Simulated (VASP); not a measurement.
Wanted: the native input for a VASP 6.6.1 run.

| Item | Value |
| --- | --- |
| Task | relaxation of cell and atoms |
| Functional | LDA |
| Potentials or basis | VASP PAW LDA potentials, release 64 (B, P) |
| Cutoff | 500 eV |
| k mesh | 12 × 12 × 12 |
| Occupations | gaussian, width 0.01 eV |
| Spin | no spin polarisation |
| Target pressure | 40 GPa |
| Dipole correction | no |
| Further INCAR settings | ALGO = Normal; EDIFF = 1e-07; IBRION = 2; EDIFFG = -0.001; NSW = 80; ISIF = 3 |

The structure of BP lies in POSCAR:

```
BP
1.0
    0.0000000000      2.1236030702      2.1236030702
    2.1236030702      0.0000000000      2.1236030702
    2.1236030702      2.1236030702      0.0000000000
B P
1 1
Direct
    0.0000000000      0.0000000000      0.0000000000
    0.7500000000      0.7500000000      0.7500000000
```

One way to write it, as run:

INCAR

```
SYSTEM = BP
PREC = Accurate
ENCUT = 500
EDIFF = 1E-7
ISMEAR = 0
SIGMA = 0.01
LREAL = .False.
LASPH = .True.
NELM = 120
ALGO = Normal
ISIF = 3
LWAVE = .False.
LCHARG = .False.
IBRION = 2
NSW = 80
EDIFFG = -0.001
PSTRESS = 400.0
GGA_COMPAT = .False.
NELMIN = 4
```

KPOINTS

```
Automatic mesh
0
Gamma
  12 12 12
  0 0 0
```

Potentials or basis: VASP PAW LDA potentials, release 64 (B, P).

The run is started by

```sh
$ cat potpaw_LDA.64/B/POTCAR potpaw_LDA.64/P/POTCAR > POTCAR
$ mpirun -np 1 vasp_std > vasp.out
```

It gave:

```yaml
Relaxed_volume: 9.57 Å³/atom
Relaxed_cell: a = 3.002 Å, b = 3.002 Å, c = 3.002 Å, α = 60.00°, β = 60.00°, γ = 60.00°
Space_group_after_relaxing_to_0.1_Å: F-43m (No. 216)
Energy_change_on_relaxing_the_run_minimises_the_enthalpy: +2.1 meV/atom
Ionic_steps: 3
Pressure_after_relaxing: 40.0 GPa
Band_gap_on_the_k_mesh: 0.91 eV (least direct gap 3.79 eV)
```

Caveat: the cell is relaxed towards a set pressure, so the run minimises the enthalpy, not the energy.

Wall time 39 s on 1 thread of Intel Xeon 8259CL, on a shared host, peak memory 0.1 GiB.
